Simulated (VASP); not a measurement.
# TiTe3Mo (P4/mmm) in VASP: single point with PBE

Aim: the single point of TiTe3Mo with PBE.

All numbers are computed with VASP 6.6.1; they aren't measurements. Logs are shortened: lines on timing, memory, paths and dates and some standing lists are left out, and cuts for length are marked.

**1. The cell of the first run**

The structure is tetragonal, space group P4/mmm (No. 123). The conventional cell has a = 3.762 Å, b = 3.762 Å, c = 10.194 Å, α = 90.00°, β = 90.00°, γ = 90.00°. Ti (site symmetry 4/mmm) has 8 Te at 3.07 Å and 4 Ti at 3.76 Å within 4.0 Å. Within 4.0 Å of Te (site symmetry 4mm) lie 6 Te at 3.07 to 3.76 Å and 4 Ti at 3.07 Å. Within 3.6 Å of Te (site symmetry 4/mmm) lie 4 Mo at 2.66 Å and 2 Te at 3.56 Å. Within 3.5 Å of Mo (site symmetry 4/mmm) lie 4 Te at 2.66 Å.

The cell was generated, and may not be a known phase.

**2. Single point, PBE, collinear spin**

INCAR reads:

```
PREC     = Accurate       # precision mode
ENCUT    = 520            # plane-wave cutoff, eV
EDIFF    = 1E-6           # SCF threshold, eV
ISMEAR   = 0              # smearing method
SIGMA    = 0.1            # smearing width, eV
LREAL    = False          # projectors in reciprocal space
LASPH    = True           # aspherical terms in the spheres
NELM     = 150            # most SCF steps
ALGO     = Normal         # electronic algorithm
ISIF     = 2              # what is computed and relaxed
LWAVE    = False          # write WAVECAR
LCHARG   = False          # write CHGCAR
ISPIN    = 2              # spin polarisation
MAGMOM   = -1.03 0 0 0 2.46 # initial moments
LORBIT   = 11             # projections on sites
LMAXMIX  = 4              # l up to which the mixer works
GGA      = PE             # functional
NBANDS   = 34             # bands
```

KPOINTS reads:

```
regular mesh
0
Gamma
  10 10 4
```

POSCAR reads:

```
TiTe3Mo
1.0
    3.7624279240      0.0000000000      0.0000000000
    0.0000000000      3.7624279240      0.0000000000
    0.0000000000      0.0000000000     10.1936939492
Ti Te Mo
1 3 1
Direct
    0.0000000000      0.0000000000      0.5000000000
    0.5000000000      0.5000000000      0.6503861338
    0.5000000000      0.5000000000      0.3496138662
    0.5000000000      0.5000000000      0.0000000000
    0.0000000000      0.0000000000      0.0000000000
```

Potentials or basis: VASP PAW PBE potentials, release 64 (Ti_sv, Te, Mo_sv).

Run with:

```sh
> cat potpaw_PBE.64/Ti_sv/POTCAR potpaw_PBE.64/Te/POTCAR potpaw_PBE.64/Mo_sv/POTCAR > POTCAR
> mpirun -np 1 vasp_std > vasp.out
```

OUTCAR:

```text
PREC = Accurate
   ENCUT = 520
   EDIFF = 1E-6
   ISMEAR = 0
   LREAL = False
   LASPH = True
   NELM = 150
   ISIF = 2
   ISPIN = 2
   LORBIT = 11
   GGA = PE

 ion  position               nearest neighbor table
   1  0.000  0.000  0.500-   2 3.07   3 3.07   2 3.07   3 3.07   2 3.07   3 3.07   2 3.07   3 3.07

   2  0.500  0.500  0.650-   3 3.07   1 3.07   1 3.07   1 3.07   1 3.07   4 3.56
   3  0.500  0.500  0.350-   2 3.07   1 3.07   1 3.07   1 3.07   1 3.07   4 3.56
   4  0.500  0.500  0.000-   5 2.66   5 2.66   5 2.66   5 2.66   2 3.56   3 3.56
   5  0.000  0.000  0.000-   4 2.66   4 2.66   4 2.66   4 2.66

  LATTYP: Found a simple tetragonal cell.
 ALAT       =     3.7624279240
 C/A-ratio  =     2.7093393296

  Lattice vectors:

 A1 = (   3.7624279240,   0.0000000000,   0.0000000000)
 A2 = (   0.0000000000,   3.7624279240,   0.0000000000)
 A3 = (   0.0000000000,   0.0000000000,  10.1936939492)

Analysis of symmetry for initial positions (statically):
=====================================================================
 Subroutine PRICEL returns:
 Original cell was already a primitive cell.

 Routine SETGRP: Setting up the symmetry group for a
 simple tetragonal supercell.

 Subroutine GETGRP returns: Found 16 space group operations
 (whereof 16 operations were pure point group operations)
 out of a pool of 16 trial point group operations.

The static configuration has the point symmetry D_4h.

Analysis of symmetry for dynamics (positions and initial velocities):
=====================================================================
 Subroutine PRICEL returns:
 Original cell was already a primitive cell.

 Routine SETGRP: Setting up the symmetry group for a
 simple tetragonal supercell.

 Subroutine GETGRP returns: Found 16 space group operations
 (whereof 16 operations were pure point group operations)
 out of a pool of 16 trial point group operations.

The dynamic configuration has the point symmetry D_4h.

Analysis of structural, dynamic, and magnetic symmetry:
=====================================================================
 Subroutine PRICEL returns:
 Original cell was already a primitive cell.

 Routine SETGRP: Setting up the symmetry group for a
 simple tetragonal supercell.

 Subroutine GETGRP returns: Found 16 space group operations
 (whereof 16 operations were pure point group operations)
 out of a pool of 16 trial point group operations.

The overall configuration has the point symmetry D_4h.

 Subroutine INISYM returns: Found 16 space group operations
 (whereof 16 operations are pure point group operations),
 and found     1 'primitive' translations

----------------------------------------------------------------------------------------

                                     Primitive cell

  volume of cell :     144.3005

  direct lattice vectors                    reciprocal lattice vectors
     3.762427924  0.000000000  0.000000000     0.265785822  0.000000000  0.000000000
     0.000000000  3.762427924  0.000000000     0.000000000  0.265785822  0.000000000
     0.000000000  0.000000000 10.193693949     0.000000000  0.000000000  0.098099865

  length of vectors
     3.762427924  3.762427924 10.193693949     0.265785822  0.265785822  0.098099865

  position of ions in fractional coordinates (direct lattice)
     0.000000000  0.000000000  0.500000000
     0.500000000  0.500000000  0.650386134
     0.500000000  0.500000000  0.349613866
     0.500000000  0.500000000  0.000000000
     0.000000000  0.000000000  0.000000000

  ion indices of the primitive-cell ions
   primitive index   ion index
                 1           1
                 2           2
                 3           3
                 4           4
                 5           5

----------------------------------------------------------------------------------------

 KPOINTS: regular mesh

Automatic generation of k-mesh.
 Grid dimensions read from file:
 generate k-points for:   10   10    4

 Generating k-lattice:

  Cartesian coordinates                     Fractional coordinates (reciprocal lattice)
     0.026578582  0.000000000  0.000000000     0.100000000  0.000000000  0.000000000
     0.000000000  0.026578582  0.000000000     0.000000000  0.100000000  0.000000000
     0.000000000  0.000000000  0.024524966     0.000000000  0.000000000  0.250000000

  Length of vectors
     0.026578582  0.026578582  0.024524966

  Shift w.r.t. Gamma in fractional coordinates (k-lattice)
     0.000000000  0.000000000  0.000000000

 Subroutine IBZKPT returns following result:
 ===========================================

 Found     63 irreducible k-points:

 Following reciprocal coordinates:
            Coordinates               Weight
  0.000000  0.000000  0.000000      1.000000
  0.100000  0.000000  0.000000      4.000000
  0.200000  0.000000  0.000000      4.000000
  0.300000  0.000000  0.000000      4.000000
  0.400000  0.000000  0.000000      4.000000
  0.500000  0.000000  0.000000      2.000000
[... 16 lines left out ...]
  0.100000  0.000000  0.250000      8.000000
  0.200000  0.000000  0.250000      8.000000
 [... further k-points ...]
   k-points           NKPTS =     63   k-points in BZ     NKDIM =     63   number of bands    NBANDS=     34
   number of dos      NEDOS =    301   number of ions     NIONS =      5
   total plane-waves  NPLWV =  62720
   dimension x,y,z NGX =    28 NGY =   28 NGZ =   80
   dimension x,y,z NGXF=    56 NGYF=   56 NGZF=  160
   ions per type =               1   3   1
   NGX,Y,Z   is equivalent  to a cutoff of  12.37, 12.37, 13.05 a.u.
   NGXF,Y,Z  is equivalent  to a cutoff of  24.74, 24.74, 26.09 a.u.
 SYSTEM =  unknown system
   PREC   = accura    normal or accurate (medium, high low for compatibility)
   ISTART =      0    job   : 0-new  1-cont  2-samecut
   ICHARG =      2    charge: 1-file 2-atom 10-const
   ISPIN  =      2    spin polarized calculation?
   LNONCOLLINEAR =      F non collinear calculations
   LSORBIT =      F    spin-orbit coupling
   LASPH  =      T    aspherical Exc in radial PAW
   ENCUT  =  520.0 eV  38.22 Ry    6.18 a.u.   7.00  7.00 18.95*2*pi/ulx,y,z
   NELM   =    150;   NELMIN=  2; NELMDL= -5     # of ELM steps
   EDIFF  = 0.1E-05   stopping-criterion for ELM
   LREAL  =      F    real-space projection
   EDIFFG = 0.1E-04   stopping-criterion for IOM
   NSW    =      0    number of steps for IOM
   IBRION =     -1    ionic relax: 0-MD 1-quasi-New 2-CG
   NFREE  =      0    steps in history (QN), initial steepest desc. (CG)
   ISIF   =      2    stress and relaxation
   ISYM   =      2    0-nonsym 1-usesym 2-fastsym
   POTIM  = 0.5000    time-step for ionic-motion
   TEBEG  =    0.0;   TEEND  =   0.0 temperature during run
   PSTRESS=    0.0 pullay stress
   NELECT =      44.0000    total number of electrons
   NUPDOWN=      -1.0000    fix difference up-down
   EMIN   =  10.00;   EMAX   =-10.00  energy-range for DOS
   EFERMI =   0.00;   METHOD = LEGACY
   ISMEAR =     0;   SIGMA  =   0.10  broadening in eV -4-tet -1-fermi 0-gaus
   EFERMI_NEDOS =   21; number of points for ismear=-14 and -15
   IALGO  =     38    algorithm
   IMIX   =      4    mixing-type and parameters
     AMIX     =   0.40;   BMIX     =  1.00
     AMIX_MAG =   1.60;   BMIX_MAG =  1.00
  volume/ion in A,a.u.               =      28.86       194.76
  Fermi-wavevector in a.u.,A,eV,Ry     =   1.101885  2.082261 16.519531  1.214151
  Thomas-Fermi vector in A             =   2.238320
   LORBIT       =     11    0 simple, 1 ext, 2 COOP (PROOUT), +10 PAW based schemes
   GGA     = PE    functional components
   LHFCALC =     F    Hartree Fock is set to
   AEXX    =    0.0000 exact exchange contribution
   IVDW    =     0    specifies the selected vdW correction
   LEPSILON=     F    determine dielectric tensor
   LRPA    =     F    only Hartree local field effects (RPA)
 spin polarized calculation
 Gauss-broadening in eV      SIGMA  =   0.10
  energy-cutoff  :      520.00
  volume of cell :      144.30
 maximum number of plane-waves:      3920
 NGX is ok and might be reduce to    28
   NGX = 13   NGY = 13   NGZ = 37

 number of electron      44.0000012 magnetization       2.0050436

 Free energy of the ion-electron system (eV)
  ---------------------------------------------------
  ext. energy  EPLUGINS =         0.00000000
  ---------------------------------------------------
  free energy    TOTEN  =       -26.38656147 eV

  energy without entropy =      -26.37079242  energy(sigma->0) =      -26.37867694

 E-fermi :   6.6033     XC(G=0):  -9.5437

 val. band max:        6.6006528333   @ k =   0.5000   0.4000   0.2500
 cond. band min:       6.6072975003   @ k =   0.4000   0.1000   0.5000
 fundamental gap:      0.0066446671
 Fermi energy:         6.6033312454

 spin component 1

 k-point     1 :       0.0000    0.0000    0.0000
  band No.  band energies     occupation
      1     -54.9831      1.00000
      2     -50.4641      1.00000
      3     -29.2387      1.00000
      4     -29.2387      1.00000
      5     -29.1937      1.00000
      6     -26.8053      1.00000
[... 26 lines left out ...]
     33      10.8601      0.00000
     34      12.4473      0.00000

 k-point     2 :       0.1000    0.0000    0.0000
  band No.  band energies     occupation
      1     -54.9829      1.00000
      2     -50.4640      1.00000
      3     -29.2435      1.00000
      4     -29.2372      1.00000
      5     -29.1933      1.00000
      6     -26.8079      1.00000
[... 26 lines left out ...]
     33      11.2536      0.00000
     34      12.7912      0.00000
[... 775 lines left out ...]
     33      11.5191      0.00000
     34      12.6881      0.00000

 k-point    24 :       0.2000    0.0000    0.2500
  band No.  band energies     occupation
      1     -54.9824      1.00000
      2     -50.4637      1.00000
      3     -29.2560      1.00000
      4     -29.2332      1.00000
      5     -29.1923      1.00000
      6     -26.8147      1.00000
[... 26 lines left out ...]
     33      11.5600      0.00000
     34      12.8724      0.00000

 [... further k-points ...]

 spin component 2

 k-point     1 :       0.0000    0.0000    0.0000
  band No.  band energies     occupation
      1     -53.3616      1.00000
      2     -51.3191      1.00000
      3     -27.5944      1.00000
      4     -27.5944      1.00000
      5     -27.5544      1.00000
      6     -27.5544      1.00000
[... 26 lines left out ...]
     33      10.9252      0.00000
     34      12.4773      0.00000

 k-point     2 :       0.1000    0.0000    0.0000
  band No.  band energies     occupation
      1     -53.3614      1.00000
      2     -51.3190      1.00000
      3     -27.5969      1.00000
      4     -27.5941      1.00000
      5     -27.5597      1.00000
      6     -27.5528      1.00000
[... 26 lines left out ...]
     33      11.4124      0.00000
     34      12.9046      0.00000
[... 775 lines left out ...]
     33      11.8116      0.00000
     34      12.8240      0.00000

 k-point    24 :       0.2000    0.0000    0.2500
  band No.  band energies     occupation
      1     -53.3609      1.00000
      2     -51.3187      1.00000
      3     -27.6037      1.00000
      4     -27.5935      1.00000
      5     -27.5734      1.00000
      6     -27.5483      1.00000
[... 26 lines left out ...]
     33      12.0172      0.00000
     34      12.9696      0.00000

 [... further k-points ...]

------------------------ aborting loop because EDIFF is reached ----------------------------------------

  FORCE on cell =-STRESS in cart. coord.  units (eV):
  Direction    XX          YY          ZZ          XY          YZ          ZX
  --------------------------------------------------------------------------------------
  -------------------------------------------------------------------------------------
  Total       -0.0127715     -0.0127715      0.0125441      0.0000000     -0.0000000      0.0000000
  in kB       -0.1418024     -0.1418024      0.1392774      0.0000000     -0.0000000      0.0000000
  external PRESSURE =      -0.0481091 kB  Pullay stress =       0.0000000 kB

 VOLUME and BASIS-vectors are now :
 -----------------------------------------------------------------------------
  energy-cutoff  :      520.00
  volume of cell :      144.30
      direct lattice vectors                 reciprocal lattice vectors
     3.762427924  0.000000000  0.000000000     0.265785822  0.000000000  0.000000000
     0.000000000  3.762427924  0.000000000     0.000000000  0.265785822  0.000000000
     0.000000000  0.000000000 10.193693949     0.000000000  0.000000000  0.098099865

 POSITION                                       TOTAL-FORCE (eV/Angst)
 -----------------------------------------------------------------------------------
      0.00000      0.00000      5.09685         0.000000      0.000000      0.000000
      1.88121      1.88121      6.62984         0.000000      0.000000      0.019028
      1.88121      1.88121      3.56386         0.000000      0.000000     -0.019028
      1.88121      1.88121      0.00000         0.000000      0.000000      0.000000
      0.00000      0.00000      0.00000         0.000000      0.000000      0.000000
 -----------------------------------------------------------------------------------
    total drift:                               -0.000000     -0.000000     -0.000000

  FREE ENERGIE OF THE ION-ELECTRON SYSTEM (eV)
  ---------------------------------------------------
  free  energy   TOTEN  =       -26.3865614677 eV

  energy  without entropy=      -26.3707924213  energy(sigma->0) =      -26.37867694

 total charge

# of ion       s       p       d       tot
------------------------------------------
    1        2.116   6.040   1.890  10.046
    2        1.401   1.900   0.039   3.339
    3        1.401   1.900   0.039   3.339
    4        1.351   2.078   0.081   3.509
    5        2.236   6.079   4.070  12.385
--------------------------------------------------
tot          8.504  17.997   6.118  32.619

 magnetization (x)

# of ion       s       p       d       tot
------------------------------------------
    1       -0.014  -0.008  -0.851  -0.873
    2        0.001   0.050  -0.005   0.047
    3        0.001   0.050  -0.005   0.047
    4       -0.005  -0.056   0.022  -0.039
    5        0.073   0.021   2.475   2.570
--------------------------------------------------
tot          0.057   0.058   1.636   1.751
```

It took 10 min on 1 thread of Oxide Virtual Turin-like, shared host; peak memory 0.58 GiB.

Results:

```
Free energy                                           : -26.3866 eV
Pressure                                              : 0.0 GPa
Largest force                                         : 0.019 eV/Å
Band gap on the k mesh                                : zero (filled and empty bands overlap)
Net moment                                            : 2.01 μB per cell
Site moments                                          : Ti -0.87; Te +0.05, -0.04 (each value once); Mo +2.57 μB
Valence electrons inside the program's atomic spheres : Ti 10.05; Te 3.34, 3.51 (each value once); Mo 12.38
```

Forces on the atoms (eV/Å):
```
Ti   0.000  0.000  0.000
Te   0.000  0.000  0.019
Te   0.000  0.000 -0.019
Te   0.000  0.000  0.000
Mo   0.000  0.000  0.000
```

Caveat: spin-orbit coupling is left out, which moves the levels of the heavy elements; this functional lacks dispersion, which binds layers or chains, so the pressure and a relaxed spacing across them are unreliable.
